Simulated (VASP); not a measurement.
# InP (P6_222) in VASP: notebook

Runs on InP. Level: PBE. Tasks: relaxation of cell and atoms, single point.

All numbers are computed with VASP 6.6.1; they aren't measurements. Logs are shortened: lines on timing, memory, paths and dates and some standing lists are left out, and cuts for length are marked.

### Step 1. The cell of the first run

The structure is hexagonal, space group P6_222 (No. 180). The conventional cell has a = 4.179 Å, b = 4.179 Å, c = 9.397 Å, α = 90.00°, β = 90.00°, γ = 120.00°. In (site symmetry 222) has 4 P at 2.61 Å within 3.4 Å. Within 3.4 Å of P (site symmetry 222) lie 4 In at 2.61 Å.

### Step 2. Relaxation of cell and atoms, PBE

File INCAR:

```
SYSTEM = InP
  PREC = Accurate
  ENCUT = 600
  EDIFF = 1E-6
  ISMEAR = 0
  SIGMA = 0.1
  LREAL = .FALSE.
  LASPH = .TRUE.
  NELM = 100
  ALGO = Normal
  ISIF = 3
  LWAVE = .FALSE.
  LCHARG = .FALSE.
  GGA = PE
  IBRION = 2
  NSW = 100
  EDIFFG = -0.01
```

File KPOINTS:

```
Automatic mesh
0
G
  12 12 4
  0 0 0
```

File POSCAR:

```
InP
1.0
    4.1794701611      0.0000000000      0.0000000000
   -2.0897350806      3.6195273339      0.0000000000
    0.0000000000      0.0000000000      9.3974208592
In P
3 3
Direct
    0.0000000000      0.5000000000      0.1666666667
    0.5000000000      0.5000000000      0.8333333333
    0.5000000000      0.0000000000      0.5000000000
    0.5000000000      0.5000000000      0.3333333333
    0.5000000000      0.0000000000      0.0000000000
    0.0000000000      0.5000000000      0.6666666667
```

Potentials or basis: VASP PAW PBE potentials, release 64 (In_d, P).

The run is started by

```sh
> cat potpaw_PBE.64/In_d/POTCAR potpaw_PBE.64/P/POTCAR > POTCAR
> mpirun -np 1 vasp_std > vasp.out
```

OUTCAR:

```text
SYSTEM = InP
   PREC = Accurate
   ENCUT = 600
   EDIFF = 1E-6
   ISMEAR = 0
   LREAL = .FALSE.
   LASPH = .TRUE.
   NELM = 100
   ISIF = 3
   GGA = PE
   IBRION = 2
   NSW = 100
   EDIFFG = -0.01

 ion  position               nearest neighbor table
   1  0.000  0.500  0.167-   4 2.61   4 2.61   5 2.61   5 2.61   3 3.77   3 3.77   2 3.77   2 3.77

   2  0.500  0.500  0.833-   6 2.61   6 2.61   5 2.61   5 2.61   3 3.77   3 3.77   1 3.77   1 3.77

   3  0.500  0.000  0.500-   6 2.61   6 2.61   4 2.61   4 2.61   1 3.77   1 3.77   2 3.77   2 3.77

   4  0.500  0.500  0.333-   1 2.61   1 2.61   3 2.61   3 2.61
   5  0.500  0.000  0.000-   1 2.61   1 2.61   2 2.61   2 2.61
   6  0.000  0.500  0.667-   2 2.61   2 2.61   3 2.61   3 2.61

  LATTYP: Found a hexagonal cell.
 ALAT       =     4.1794701611
 C/A-ratio  =     2.2484718151

  Lattice vectors:

 A1 = (   4.1794701611,   0.0000000000,   0.0000000000)
 A2 = (  -2.0897350806,   3.6195273339,   0.0000000000)
 A3 = (   0.0000000000,   0.0000000000,   9.3974208592)

Analysis of symmetry for initial positions (statically):
=====================================================================
 Subroutine PRICEL returns:
 Original cell was already a primitive cell.

 Routine SETGRP: Setting up the symmetry group for a
 hexagonal supercell.

 Subroutine GETGRP returns: Found 12 space group operations
 (whereof  4 operations were pure point group operations)
 out of a pool of 24 trial point group operations.

The static configuration has the point symmetry D_2 .
 The point group associated with its full space group is D_6 .

Analysis of symmetry for dynamics (positions and initial velocities):
=====================================================================
 Subroutine PRICEL returns:
 Original cell was already a primitive cell.

 Routine SETGRP: Setting up the symmetry group for a
 hexagonal supercell.

 Subroutine GETGRP returns: Found 12 space group operations
 (whereof  4 operations were pure point group operations)
 out of a pool of 24 trial point group operations.

The dynamic configuration has the point symmetry D_2 .
 The point group associated with its full space group is D_6 .

 Subroutine INISYM returns: Found 12 space group operations
 (whereof  4 operations are pure point group operations),
 and found     1 'primitive' translations

----------------------------------------------------------------------------------------

                                     Primitive cell

  volume of cell :     142.1614

  direct lattice vectors                    reciprocal lattice vectors
     4.179470161  0.000000000  0.000000000     0.239264778  0.138139584  0.000000000
    -2.089735081  3.619527334  0.000000000     0.000000000  0.276279168  0.000000000
     0.000000000  0.000000000  9.397420859     0.000000000  0.000000000  0.106412176

  length of vectors
     4.179470161  4.179470161  9.397420859     0.276279168  0.276279168  0.106412176

  position of ions in fractional coordinates (direct lattice)
     0.000000000  0.500000000  0.166666667
     0.500000000  0.500000000  0.833333333
     0.500000000  0.000000000  0.500000000
     0.500000000  0.500000000  0.333333333
     0.500000000  0.000000000  0.000000000
     0.000000000  0.500000000  0.666666667

  ion indices of the primitive-cell ions
   primitive index   ion index
                 1           1
                 2           2
                 3           3
                 4           4
                 5           5
                 6           6

----------------------------------------------------------------------------------------

 KPOINTS: Automatic mesh

Automatic generation of k-mesh.
 Grid dimensions read from file:
 generate k-points for:   12   12    4

 Generating k-lattice:

  Cartesian coordinates                     Fractional coordinates (reciprocal lattice)
     0.019938731  0.011511632  0.000000000     0.083333333  0.000000000  0.000000000
     0.000000000  0.023023264  0.000000000     0.000000000  0.083333333  0.000000000
     0.000000000  0.000000000  0.026603044     0.000000000  0.000000000  0.250000000

  Length of vectors
     0.023023264  0.023023264  0.026603044

  Shift w.r.t. Gamma in fractional coordinates (k-lattice)
     0.000000000  0.000000000  0.000000000

 Subroutine IBZKPT returns following result:
 ===========================================

 Found     57 irreducible k-points:

 Following reciprocal coordinates:
            Coordinates               Weight
  0.000000  0.000000  0.000000      1.000000
  0.083333  0.000000  0.000000      6.000000
  0.166667  0.000000  0.000000      6.000000
  0.250000  0.000000  0.000000      6.000000
  0.333333  0.000000  0.000000      6.000000
  0.416667  0.000000  0.000000      6.000000
[... 16 lines left out ...]
  0.250000  0.000000  0.250000     12.000000
  0.333333  0.000000  0.250000     12.000000
 [... further k-points ...]
   k-points           NKPTS =     57   k-points in BZ     NKDIM =     57   number of bands    NBANDS=     32
   number of dos      NEDOS =    301   number of ions     NIONS =      6
   total plane-waves  NPLWV = 103680
   dimension x,y,z NGX =    36 NGY =   36 NGZ =   80
   dimension x,y,z NGXF=    72 NGYF=   72 NGZF=  160
   ions per type =               3   3
   NGX,Y,Z   is equivalent  to a cutoff of  14.32, 14.32, 14.15 a.u.
   NGXF,Y,Z  is equivalent  to a cutoff of  28.64, 28.64, 28.30 a.u.
 SYSTEM =  InP
   PREC   = accura    normal or accurate (medium, high low for compatibility)
   ISTART =      0    job   : 0-new  1-cont  2-samecut
   ICHARG =      2    charge: 1-file 2-atom 10-const
   ISPIN  =      1    spin polarized calculation?
   LNONCOLLINEAR =      F non collinear calculations
   LSORBIT =      F    spin-orbit coupling
   LASPH  =      T    aspherical Exc in radial PAW
   ENCUT  =  600.0 eV  44.10 Ry    6.64 a.u.   8.35  8.35 18.77*2*pi/ulx,y,z
   NELM   =    100;   NELMIN=  2; NELMDL= -5     # of ELM steps
   EDIFF  = 0.1E-05   stopping-criterion for ELM
   LREAL  =      F    real-space projection
   EDIFFG = -.1E-01   stopping-criterion for IOM
   NSW    =    100    number of steps for IOM
   IBRION =      2    ionic relax: 0-MD 1-quasi-New 2-CG
   NFREE  =      1    steps in history (QN), initial steepest desc. (CG)
   ISIF   =      3    stress and relaxation
   ISYM   =      2    0-nonsym 1-usesym 2-fastsym
   POTIM  = 0.5000    time-step for ionic-motion
   TEBEG  =    0.0;   TEEND  =   0.0 temperature during run
   PSTRESS=    0.0 pullay stress
   NELECT =      54.0000    total number of electrons
   NUPDOWN=      -1.0000    fix difference up-down
   EMIN   =  10.00;   EMAX   =-10.00  energy-range for DOS
   EFERMI =   0.00;   METHOD = LEGACY
   ISMEAR =     0;   SIGMA  =   0.10  broadening in eV -4-tet -1-fermi 0-gaus
   EFERMI_NEDOS =   21; number of points for ismear=-14 and -15
   IALGO  =     38    algorithm
   IMIX   =      4    mixing-type and parameters
     AMIX     =   0.40;   BMIX     =  1.00
     AMIX_MAG =   1.60;   BMIX_MAG =  1.00
  volume/ion in A,a.u.               =      23.69       159.89
  Fermi-wavevector in a.u.,A,eV,Ry     =   1.185620  2.240497 19.125637  1.405695
  Thomas-Fermi vector in A             =   2.321810
   LORBIT       =      0    0 simple, 1 ext, 2 COOP (PROOUT), +10 PAW based schemes
   GGA     = PE    functional components
   LHFCALC =     F    Hartree Fock is set to
   AEXX    =    0.0000 exact exchange contribution
   IVDW    =     0    specifies the selected vdW correction
   LEPSILON=     F    determine dielectric tensor
   LRPA    =     F    only Hartree local field effects (RPA)
 conjugate gradient relaxation of ions
 non-spin polarized calculation
 Gauss-broadening in eV      SIGMA  =   0.10
  energy-cutoff  :      600.00
  volume of cell :      142.16
 maximum number of plane-waves:      4773
 NGX is ok and might be reduce to    36
   NGX = 17   NGY = 17   NGZ = 37

 number of electron      54.0000005 magnetization

 Free energy of the ion-electron system (eV)
  ---------------------------------------------------
  ext. energy  EPLUGINS =         0.00000000
  ---------------------------------------------------
  free energy    TOTEN  =       -24.17549309 eV

  energy without entropy =      -24.17508909  energy(sigma->0) =      -24.17529109

 E-fermi :   6.0344     XC(G=0):  -9.7671

 val. band max:        5.9784476912   @ k =   0.0000   0.0000   0.0000
 cond. band min:       6.5366486748   @ k =   0.3333   0.3333   0.0000
 fundamental gap:      0.5582009836
 Fermi energy:         6.0343939203

 k-point     1 :       0.0000    0.0000    0.0000
  band No.  band energies     occupation
      1      -8.4674      2.00000
      2      -8.4674      2.00000
      3      -8.4642      2.00000
      4      -8.4642      2.00000
      5      -8.4395      2.00000
      6      -8.3977      2.00000
[... 24 lines left out ...]
     31       9.7574      0.00000
     32       9.7574      0.00000

 k-point     2 :       0.0833    0.0000    0.0000
  band No.  band energies     occupation
      1      -8.4895      2.00000
      2      -8.4875      2.00000
      3      -8.4499      2.00000
      4      -8.4472      2.00000
      5      -8.4370      2.00000
      6      -8.3959      2.00000
[... 24 lines left out ...]
     31       9.4515      0.00000
     32       9.7138      0.00000

 k-point     3 :       0.1667    0.0000    0.0000
  band No.  band energies     occupation
      1      -8.5191      2.00000
      2      -8.5129      2.00000
      3      -8.4461      2.00000
      4      -8.4330      2.00000
      5      -8.4279      2.00000
      6      -8.3894      2.00000
[... 24 lines left out ...]
     31       9.2949      0.00000
     32       9.6472      0.00000

 k-point     4 :       0.2500    0.0000    0.0000
  band No.  band energies     occupation
      1      -8.5507      2.00000
      2      -8.5408      2.00000
      3      -8.4513      2.00000
      4      -8.4273      2.00000
      5      -8.4205      2.00000
      6      -8.3856      2.00000
[... 24 lines left out ...]
     31       8.9958      0.00000
     32       9.4548      0.00000

 k-point     5 :       0.3333    0.0000    0.0000
  band No.  band energies     occupation
      1      -8.5787      2.00000
      2      -8.5666      2.00000
      3      -8.4600      2.00000
      4      -8.4280      2.00000
      5      -8.4211      2.00000
      6      -8.3866      2.00000
[... 584 lines left out ...]
     31       9.3584      0.00000
     32       9.6397      0.00000

 k-point    22 :       0.1667    0.0000    0.2500
  band No.  band energies     occupation
      1      -8.5361      2.00000
      2      -8.4988      2.00000
      3      -8.4483      2.00000
      4      -8.4272      2.00000
      5      -8.4101      2.00000
      6      -8.3950      2.00000
[... 24 lines left out ...]
     31       9.1582      0.00000
     32       9.6124      0.00000

 k-point    23 :       0.2500    0.0000    0.2500
  band No.  band energies     occupation
      1      -8.5628      2.00000
      2      -8.5286      2.00000
      3      -8.4561      2.00000
      4      -8.4247      2.00000
      5      -8.4057      2.00000
      6      -8.3978      2.00000
[... 24 lines left out ...]
     31       9.0931      0.00000
     32       9.6782      0.00000

 k-point    24 :       0.3333    0.0000    0.2500
  band No.  band energies     occupation
      1      -8.5849      2.00000
      2      -8.5594      2.00000
      3      -8.4659      2.00000
      4      -8.4261      2.00000
      5      -8.4107      2.00000
      6      -8.4048      2.00000
[... 24 lines left out ...]
     31       8.7787      0.00000
     32       9.5396      0.00000

 [... further k-points ...]
[... 5 lines left out ...]
  --------------------------------------------------------------------------------------
  -------------------------------------------------------------------------------------
  Total       -0.0129038     -0.0129038     -0.0093441      0.0000000      0.0000000      0.0000000
  in kB       -0.1454273     -0.1454273     -0.1053097      0.0000000      0.0000000      0.0000000
  external PRESSURE =      -0.1320548 kB  Pullay stress =       0.0000000 kB

 VOLUME and BASIS-vectors are now :
 -----------------------------------------------------------------------------
  energy-cutoff  :      600.00
  volume of cell :      142.16
      direct lattice vectors                 reciprocal lattice vectors
     4.179470161  0.000000000  0.000000000     0.239264778  0.138139584  0.000000000
    -2.089735081  3.619527334  0.000000000     0.000000000  0.276279168  0.000000000
     0.000000000  0.000000000  9.397420859     0.000000000  0.000000000  0.106412176

 POSITION                                       TOTAL-FORCE (eV/Angst)
 -----------------------------------------------------------------------------------
     -1.04487      1.80976      1.56624         0.000000      0.000000     -0.000000
      1.04487      1.80976      7.83118         0.000000     -0.000000      0.000000
      2.08974      0.00000      4.69871         0.000000     -0.000000      0.000000
      1.04487      1.80976      3.13247        -0.000000     -0.000000      0.000000
      2.08974      0.00000      0.00000        -0.000000      0.000000      0.000000
     -1.04487      1.80976      6.26495        -0.000000     -0.000000      0.000000
 -----------------------------------------------------------------------------------
    total drift:                                0.000000      0.000000      0.000000

  FREE ENERGIE OF THE ION-ELECTRON SYSTEM (eV)
  ---------------------------------------------------
  free  energy   TOTEN  =       -24.1754930941 eV

  energy  without entropy=      -24.1750890889  energy(sigma->0) =      -24.17529109

 reached required accuracy - stopping structural energy minimisation
```

Run time: 2.7 min. Hardware: 1 thread of Intel Xeon Platinum 8559C (Emerald Rapids), shared host; peak memory 0.46 GiB.

What came out:

```yaml
Free_energy: -24.1755 eV
Pressure_after_relaxing: 0.0 GPa
```

Final structure:
```
CELL_PARAMETERS angstrom
4.17947 0.00000 0.00000
-2.08974 3.61953 0.00000
0.00000 0.00000 9.39742
ATOMIC_POSITIONS crystal
In 0.00000 0.50000 0.16667
In 0.50000 0.50000 0.83333
In 0.50000 0.00000 0.50000
P 0.50000 0.50000 0.33333
P 0.50000 0.00000 0.00000
P 0.00000 0.50000 0.66667
```

Levels at points of the mesh, in eV from the Fermi level:
| k point | band 25 | band 26 | band 27 | band 28 | band 29 | band 30 |
| --- | --- | --- | --- | --- | --- | --- |
| (0.00, 0.00, 0.00) | -0.57 | -0.38 | -0.26 | -0.06 | 1.94 | 1.94 |
| (0.50, 0.00, 0.00) | -1.63 | -1.43 | -1.28 | 0.96 | 1.10 | 2.03 |
| (0.00, 0.00, 0.50) | -0.48 | -0.48 | -0.20 | 1.55 | 1.55 | 1.85 |
| (0.50, 0.00, 0.50) | -1.85 | -1.67 | -1.46 | 0.97 | 1.73 | 2.46 |

Caveat: the relaxation stopped at its first step, so nothing moved; spin-orbit coupling is left out, which moves the levels of the heavy elements.

### Step 3. Single point, PBE

File INCAR:

```
SYSTEM = InP
PREC = Accurate
ENCUT = 520
EDIFF = 1E-6
ISMEAR = 0
SIGMA = 0.01
LREAL = .FALSE.
LASPH = .TRUE.
NELM = 100
ALGO = Normal
ISIF = 2
LWAVE = .FALSE.
LCHARG = .FALSE.
GGA = PE
NBANDS = 36
```

KPOINTS is that of step 2.

POSCAR is that of step 2.

Potentials or basis: VASP PAW PBE potentials, release 64 (In_d, P).

The run is started by

```sh
> cat potpaw_PBE.64/In_d/POTCAR potpaw_PBE.64/P/POTCAR > POTCAR
> mpirun -np 1 vasp_std > vasp.out
```

It took 5.7 min on 1 thread of Intel Xeon Platinum 8375C at 2.90GHz (Ice Lake), shared host; peak memory 0.38 GiB.

The run converged. Its results:

```
Free energy            : -24.1748 eV
Pressure               : -0.1 GPa
Band gap on the k mesh : 0.03 eV, indirect (least direct gap 0.20 eV)
```

Levels at points of the mesh, in eV from the valence-band top:
| k point | band 24 | band 25 | band 26 | band 27 | band 28 | band 29 | band 30 | band 31 |
| --- | --- | --- | --- | --- | --- | --- | --- | --- |
| (0.00, 0.00, 0.00) | -0.49 | -0.49 | -0.30 | -0.18 | 0.03 | 2.02 | 2.02 | 3.80 |
| (0.50, 0.00, 0.00) | -1.94 | -1.54 | -1.35 | -1.19 | 1.04 | 1.18 | 2.11 | 2.37 |
| (0.00, 0.00, 0.50) | -0.47 | -0.40 | -0.40 | -0.12 | 1.63 | 1.63 | 1.94 | 3.27 |
| (0.50, 0.00, 0.50) | -1.78 | -1.77 | -1.59 | -1.38 | 1.06 | 1.81 | 2.54 | 2.73 |

Caveat: spin-orbit coupling is left out, which moves the levels of the heavy elements. A k mesh can miss the band edges.

[end of part 1 of 2]
